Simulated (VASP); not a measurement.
# I in VASP: a series of runs, part 2 of 2

VASP 6.6.1. Earlier steps stand in the parts before.

## Step 3: Relaxation of cell and atoms, PBEsol, target pressure 25.1 GPa, at which the enthalpy is minimised

Contents of INCAR:

```
SYSTEM = I
  PREC = Accurate
  ENCUT = 600
  EDIFF = 1E-6
  ISMEAR = -1
  SIGMA = 0.1
  LREAL = .FALSE.
  LASPH = .TRUE.
  NELM = 100
  ALGO = Normal
  ISIF = 3
  LWAVE = .FALSE.
  LCHARG = .FALSE.
  GGA = PS
  IBRION = 2
  NSW = 80
  EDIFFG = -0.002
  PSTRESS = 251.0
```

Contents of KPOINTS:

```
Automatic mesh
0
G
  16 16 16
  0 0 0
```

Contents of POSCAR:

```
I
1.0
    0.0000000000      2.1179036806      2.6170042488
    2.1177490939      0.0000000000      2.6170042488
    2.1177490939      2.1179036806      0.0000000000
I
1
Direct
    0.0000000000      0.0000000000      0.0000000000
```

Potentials or basis: VASP PAW PBE potentials, release 64 (I).

The run is started by

```bash
$ cat potpaw_PBE.64/I/POTCAR > POTCAR
$ mpirun -np 1 vasp_std > vasp.out
```

OUTCAR:

```text
SYSTEM = I
   PREC = Accurate
   ENCUT = 600
   EDIFF = 1E-6
   ISMEAR = -1
   LREAL = .FALSE.
   LASPH = .TRUE.
   NELM = 100
   ISIF = 3
   GGA = PS
   IBRION = 2
   NSW = 80
   EDIFFG = -0.002
   PSTRESS = 251.0

 ion  position               nearest neighbor table
   1  0.000  0.000  0.000-

  LATTYP: Found a face centered orthorhombic cell.
 ALAT       =     4.2354981878
 B/A-ratio  =     1.0000729958
 C/A-ratio  =     1.2357480196

  Lattice vectors:

 A1 = (   0.0000000000,   2.1179036806,   2.6170042488)
 A2 = (   2.1177490939,   0.0000000000,   2.6170042488)
 A3 = (   2.1177490939,   2.1179036806,   0.0000000000)

Analysis of symmetry for initial positions (statically):
=====================================================================
 Subroutine PRICEL returns:
 Original cell was already a primitive cell.

 Routine SETGRP: Setting up the symmetry group for a
 face centered orthorhombic supercell.

 Subroutine GETGRP returns: Found  8 space group operations
 (whereof  8 operations were pure point group operations)
 out of a pool of  8 trial point group operations.

The static configuration has the point symmetry D_2h.

Analysis of symmetry for dynamics (positions and initial velocities):
=====================================================================
 Subroutine PRICEL returns:
 Original cell was already a primitive cell.

 Routine SETGRP: Setting up the symmetry group for a
 face centered orthorhombic supercell.

 Subroutine GETGRP returns: Found  8 space group operations
 (whereof  8 operations were pure point group operations)
 out of a pool of  8 trial point group operations.

The dynamic configuration has the point symmetry D_2h.

 Subroutine INISYM returns: Found  8 space group operations
 (whereof  8 operations are pure point group operations),
 and found     1 'primitive' translations

----------------------------------------------------------------------------------------

                                     Primitive cell

  volume of cell :      23.4755

  direct lattice vectors                    reciprocal lattice vectors
     0.000000000  2.117903681  2.617004249    -0.236099735  0.236082502  0.191058154
     2.117749094  0.000000000  2.617004249     0.236099735 -0.236082502  0.191058154
     2.117749094  2.117903681  0.000000000     0.236099735  0.236082502 -0.191058154

  length of vectors
     3.366634408  3.366537162  2.995058802     0.384683312  0.384683312  0.384683312

  position of ions in fractional coordinates (direct lattice)
     0.000000000  0.000000000  0.000000000

  ion indices of the primitive-cell ions
   primitive index   ion index
                 1           1

----------------------------------------------------------------------------------------

 KPOINTS: Automatic mesh
[... 53 lines left out ...]
   dimension x,y,z NGX =    28 NGY =   28 NGZ =   24
   dimension x,y,z NGXF=    56 NGYF=   56 NGZF=   48
   ions per type =               1
   NGX,Y,Z   is equivalent  to a cutoff of  13.83, 13.83, 13.32 a.u.
   NGXF,Y,Z  is equivalent  to a cutoff of  27.65, 27.65, 26.64 a.u.
 SYSTEM =  I
   PREC   = accura    normal or accurate (medium, high low for compatibility)
   ISTART =      0    job   : 0-new  1-cont  2-samecut
   ICHARG =      2    charge: 1-file 2-atom 10-const
   ISPIN  =      1    spin polarized calculation?
   LNONCOLLINEAR =      F non collinear calculations
   LSORBIT =      F    spin-orbit coupling
   LASPH  =      T    aspherical Exc in radial PAW
   ENCUT  =  600.0 eV  44.10 Ry    6.64 a.u.   6.72  6.72  5.98*2*pi/ulx,y,z
   NELM   =    100;   NELMIN=  2; NELMDL= -5     # of ELM steps
   EDIFF  = 0.1E-05   stopping-criterion for ELM
   LREAL  =      F    real-space projection
   EDIFFG = -.2E-02   stopping-criterion for IOM
   NSW    =     80    number of steps for IOM
   IBRION =      2    ionic relax: 0-MD 1-quasi-New 2-CG
   NFREE  =      1    steps in history (QN), initial steepest desc. (CG)
   ISIF   =      3    stress and relaxation
   ISYM   =      2    0-nonsym 1-usesym 2-fastsym
   POTIM  = 0.5000    time-step for ionic-motion
   TEBEG  =    0.0;   TEEND  =   0.0 temperature during run
   PSTRESS=  251.0 pullay stress
   NELECT =       7.0000    total number of electrons
   NUPDOWN=      -1.0000    fix difference up-down
   EMIN   =  10.00;   EMAX   =-10.00  energy-range for DOS
   EFERMI =   0.00;   METHOD = LEGACY
   ISMEAR =    -1;   SIGMA  =   0.10  broadening in eV -4-tet -1-fermi 0-gaus
   EFERMI_NEDOS =   21; number of points for ismear=-14 and -15
   IALGO  =     38    algorithm
   IMIX   =      4    mixing-type and parameters
     AMIX     =   0.40;   BMIX     =  1.00
     AMIX_MAG =   1.60;   BMIX_MAG =  1.00
  volume/ion in A,a.u.               =      23.48       158.42
  Fermi-wavevector in a.u.,A,eV,Ry     =   1.093711  2.066814 16.275332  1.196203
  Thomas-Fermi vector in A             =   2.230001
   LORBIT       =      0    0 simple, 1 ext, 2 COOP (PROOUT), +10 PAW based schemes
   GGA     = PS    functional components
   LHFCALC =     F    Hartree Fock is set to
   AEXX    =    0.0000 exact exchange contribution
   IVDW    =     0    specifies the selected vdW correction
   LEPSILON=     F    determine dielectric tensor
   LRPA    =     F    only Hartree local field effects (RPA)
 conjugate gradient relaxation of ions
 non-spin polarized calculation
  energy-cutoff  :      600.00
  volume of cell :       23.48
 maximum number of plane-waves:       808
   NGX = 13   NGY = 13   NGZ = 11

--------------------------------------- Ionic step        1  -------------------------------------------

 number of electron       7.0000000 magnetization

 Free energy of the ion-electron system (eV)
  ---------------------------------------------------
  ext. energy  EPLUGINS =         0.00000000
  ---------------------------------------------------
  free energy    TOTEN  =        -0.99668670 eV

  energy without entropy =       -0.97891035  energy(sigma->0) =       -0.98779852

------------------------ aborting loop because EDIFF is reached ----------------------------------------

  FORCE on cell =-STRESS in cart. coord.  units (eV):
  Direction    XX          YY          ZZ          XY          YZ          ZX
  --------------------------------------------------------------------------------------
  -------------------------------------------------------------------------------------
  Total        3.6785872      3.6781257      3.6870768      0.0000000      0.0000000      0.0000000
  in kB      251.0594090    251.0279111    251.6388142      0.0000000      0.0000000      0.0000000
  external PRESSURE =       0.2420448 kB  Pullay stress =     251.0000000 kB
[... 94 lines left out ...]
  energy  without entropy=       -0.9805817864  energy(sigma->0) =       -0.98946425

  enthalpy is  TOTEN    =         2.6810284013 eV   P V=        3.6793751175

[... ionic steps 4 to 17 ...]

--------------------------------------- Ionic step       18  -------------------------------------------

 number of electron       7.0000000 magnetization

------------------------ aborting loop because EDIFF is reached ----------------------------------------
[... 69 lines left out ...]
--------------------------------------- Ionic step       20  -------------------------------------------

 number of electron       7.0000000 magnetization

 Free energy of the ion-electron system (eV)
  ---------------------------------------------------
  ext. energy  EPLUGINS =         0.00000000
  ---------------------------------------------------
  free energy    TOTEN  =        -0.99845622 eV

  energy without entropy =       -0.98073792  energy(sigma->0) =       -0.98959707

 E-fermi :  10.5782     XC(G=0): -11.1082

 val. band max:       10.5701933737   @ k =   0.2500  -0.0000   0.0625
 cond. band min:      10.5934241796   @ k =   0.3750   0.1875   0.1875
 fundamental gap:      0.0232308059
 Fermi energy:        10.5782278120

 k-point     1 :       0.0000    0.0000    0.0000
  band No.  band energies     occupation
      1      -6.4774      2.00000
      2      11.8681      0.00001
      3      12.7759      0.00000
      4      12.7759      0.00000
      5      18.8301      0.00000
      6      19.8187      0.00000
      7      21.1886      0.00000
[... 221 lines left out ...]
 k-point    24 :      -0.0625    0.0625    0.0000
  band No.  band energies     occupation
      1      -6.2374      2.00000
      2      10.9778      0.03612
      3      11.5669      0.00010
      4      12.9134      0.00000
      5      18.8810      0.00000
      6      19.6009      0.00000
      7      20.2072      0.00000

 [... further k-points ...]

------------------------ aborting loop because EDIFF is reached ----------------------------------------

  FORCE on cell =-STRESS in cart. coord.  units (eV):
  Direction    XX          YY          ZZ          XY          YZ          ZX
  --------------------------------------------------------------------------------------
  -------------------------------------------------------------------------------------
  Total        3.6793009      3.6792733      3.6797737      0.0000000      0.0000000      0.0000000
  in kB      250.9876338    250.9857455    251.0198818      0.0000000      0.0000000      0.0000000
  external PRESSURE =      -0.0022463 kB  Pullay stress =     251.0000000 kB
[... 20 lines left out ...]
  energy  without entropy=       -0.9807379169  energy(sigma->0) =       -0.98959707

  enthalpy is  TOTEN    =         2.6810260110 eV   P V=        3.6794822284

 reached required accuracy - stopping structural energy minimisation
```

OSZICAR:

```text
N       E                     dE             d eps       ncg     rms          rms(c)
DAV:   1     0.231791091988E+02    0.23179E+02   -0.30694E+03  8715   0.850E+02
DAV:   2    -0.488391392387E+00   -0.23668E+02   -0.22945E+02 11858   0.108E+02
[... 84 lines left out ...]
DAV:   1    -0.998366868908E+00   -0.31257E-03   -0.16324E-05 11767   0.252E-02    0.550E-03
DAV:   2    -0.998366594641E+00    0.27427E-06   -0.42238E-07  6188   0.580E-03
  19 F= 0.26810258E+01 E0= 0.26898831E+01  d E =-.108915E-05
       N       E                     dE             d eps       ncg     rms          rms(c)
DAV:   1    -0.998456244634E+00   -0.89376E-04   -0.89291E-07  6433   0.593E-03    0.267E-03
DAV:   2    -0.998456217354E+00    0.27280E-07   -0.40301E-08  4641   0.185E-03
  20 F= 0.26810260E+01 E0= 0.26898852E+01  d E =-.911152E-06
```

CONTCAR:

```text
I
   1.00000000000000
     0.0000000000000002    2.1173148946093785    2.6195412886418565
     2.1173023238097568   -0.0000000000000001    2.6195412886418565
     2.1173023238097568    2.1173148946093785    0.0000000000000000
  I
     1
Direct
     0.0000000000000000    0.0000000000000000    0.0000000000000000

  0.00000000E+00  0.00000000E+00  0.00000000E+00
```

It took 6.7 min on 1 thread of Intel Xeon Platinum 8259CL at 2.50GHz (Skylake/Cascade Lake), shared host; peak memory 0.26 GiB.

What came out:

* Free energy: -0.9985 eV
* Relaxed volume: 23.49 Å³/atom
* Relaxed cell: a = 3.368 Å, b = 3.368 Å, c = 2.994 Å, α = 63.61°, β = 63.61°, γ = 52.78°
* Space group after relaxing (to 0.05 Å): I4/mmm (No. 139)
* Energy change on relaxing (the enthalpy is what falls): -1.8 meV/atom
* Ionic steps: 20
* Pressure after relaxing: 25.1 GPa

The path:
```csv
step,energy change (eV),largest force (eV/Å),pressure (GPa),volume (Å³)
1,0.0000,0.0000,25.12,23.48
2,-0.0019,0.0000,25.07,23.49
3,-0.0017,0.0000,25.06,23.49
4,-0.0013,0.0000,25.07,23.48
5,-0.0007,0.0000,25.07,23.48
6,-0.0003,0.0000,25.10,23.48
7,-0.0005,0.0000,25.12,23.48
8,-0.0006,0.0000,25.11,23.48
9,-0.0011,0.0000,25.12,23.48
10,-0.0026,0.0000,25.06,23.49
11,-0.0024,0.0000,25.05,23.49
12,-0.0018,0.0000,25.08,23.49
13,-0.0020,0.0000,25.09,23.49
14,-0.0023,0.0000,25.08,23.49
15,-0.0023,0.0000,25.07,23.49
16,-0.0020,0.0000,25.07,23.49
17,-0.0009,0.0000,25.13,23.48
18,-0.0014,0.0000,25.13,23.48
19,-0.0017,0.0000,25.11,23.49
20,-0.0018,0.0000,25.10,23.49
```

Final structure:
```
I
1.0
     0.00000    2.11731    2.61954
     2.11730    0.00000    2.61954
     2.11730    2.11731    0.00000
I
1
Direct
  0.00000 0.00000 0.00000
```

Levels at points of the mesh, in eV from the Fermi level:
| k point | band 2 | band 3 | band 4 | band 5 | band 6 | band 7 |
| --- | --- | --- | --- | --- | --- | --- |
| (0.00, 0.00, 0.00) | 1.29 | 2.20 | 2.20 | 8.25 | 9.24 | 10.61 |
| (0.50, 0.00, 0.00) | -8.24 | -1.18 | 2.31 | 4.87 | 9.28 | 10.55 |
| (0.50, 0.50, 0.00) | -7.94 | -0.44 | -0.44 | 4.86 | 5.14 | 20.67 |
| (0.50, 0.00, 0.50) | -6.96 | -4.04 | -1.79 | 2.27 | 3.53 | 15.05 |
| (0.00, 0.50, 0.50) | -6.96 | -4.04 | -1.79 | 2.27 | 3.53 | 15.05 |

Caveat: the cell is relaxed towards a set pressure, so the enthalpy falls and the energy may rise; the PAW data sets were made with another functional, which shifts forces and pressure a little; spin-orbit coupling is left out, which moves the levels of the heavy elements; an odd number of electrons without spin polarisation forces a metal; a magnetic or distorted state may lie lower.

## Step 4: Single point, PBEsol

Contents of INCAR:

```
SYSTEM = I
  PREC = Accurate
  ENCUT = 520
  EDIFF = 1E-7
  ISMEAR = -1
  SIGMA = 0.1
  LREAL = .False.
  LASPH = .True.
  NELM = 100
  ALGO = Normal
  ISIF = 2
  LWAVE = .False.
  LCHARG = .False.
  GGA = PS
  NBANDS = 10
```

Contents of KPOINTS:

```
Automatic mesh
0
Gamma
  16 16 16
  0 0 0
```

POSCAR is that of step 3.

The run is started by

```bash
$ cat potpaw_PBE.64/I/POTCAR > POTCAR
$ mpirun -np 1 vasp_std > vasp.out
```

Run time: 1.7 min. Hardware: 1 thread of Intel Xeon Platinum 8259CL at 2.50GHz (Skylake/Cascade Lake), shared host; peak memory 0.26 GiB.

The run converged. Its results:

- Free energy: -0.9966 eV
- Pressure: 25.1 GPa

Levels at points of the mesh, in eV from the Fermi level:
```csv
k point,band 1,band 2,band 3,band 4,band 5,band 6,band 7,band 8,band 9
"(0.00, 0.00, 0.00)",-17.06,1.30,2.20,2.20,8.26,9.27,10.60,10.60,10.96
"(0.50, 0.00, 0.00)",-13.68,-8.24,-1.17,2.31,4.88,9.27,10.54,10.64,17.05
"(0.50, 0.50, 0.00)",-14.07,-7.94,-0.45,-0.45,4.86,5.13,20.68,20.68,20.69
"(0.50, 0.00, 0.50)",-11.49,-6.96,-4.03,-1.79,2.28,3.53,15.08,15.55,16.24
"(0.00, 0.50, 0.50)",-11.49,-6.96,-4.03,-1.79,2.28,3.53,15.08,15.55,16.24
```

Caveat: the PAW data sets were made with another functional, which shifts forces and pressure a little; spin-orbit coupling is left out, which moves the levels of the heavy elements; an odd number of electrons without spin polarisation forces a metal; a magnetic or distorted state may lie lower.
